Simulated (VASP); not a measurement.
Set up this calculation in VASP 6.6.1, as the native input.

```
Task                   : single point
Functional             : PBEsol
Potentials or basis    : VASP PAW PBE potentials, release 64 (Ta_pv)
Cutoff                 : 520 eV
k mesh                 : 28 × 28 × 28
Occupations            : gaussian, width 0.15 eV
Spin                   : no spin polarisation
Dipole correction      : no
Further INCAR settings : ALGO = Fast; EDIFF = 1e-06; NBANDS = 12
```

The structure of Ta lies in POSCAR:

```
Ta
1.0
   -1.5435435330      1.5435435330      1.8522522395
    1.5435435330     -1.5435435330      1.8522522395
    1.5435435330      1.5435435330     -1.8522522395
Ta
1
Direct
    0.0000000000      0.0000000000      0.0000000000
```

This cell differs from its parent crystal: ratio of the length along z to the lengths across it x 1.2, volume and fractional coordinates fixed.

The input as run:

INCAR

```
SYSTEM = Ta
ALGO = Fast ; EDIFF = 1E-6
ENCUT = 520 ; GGA = PS
ISIF = 2 ; ISMEAR = 0
LASPH = .True. ; LCHARG = .False.
LREAL = .False. ; LWAVE = .False.
NBANDS = 12 ; NELM = 80
PREC = Accurate ; SIGMA = 0.15
```

KPOINTS

```
k-points
0
Gamma
  28 28 28
  0 0 0
```

Potentials or basis: VASP PAW PBE potentials, release 64 (Ta_pv).

Command:

```sh
$ cat potpaw_PBE.64/Ta_pv/POTCAR > POTCAR
$ mpirun -np 1 vasp_std > vasp.out
```

It gave:

```
Pressure               : 3.2 GPa
Band gap on the k mesh : zero (an odd number of electrons rules out a gap without spin polarisation)
```

Caveat: the stress differs along the axes, from -8 to 9 GPa; the PAW data sets were made with another functional, which shifts forces and pressure a little; spin-orbit coupling is left out, which moves the levels of the heavy elements.

Run time: 9.1 min on 1 thread of Intel Xeon 8259CL (shared host), peak memory 0.44 GiB.
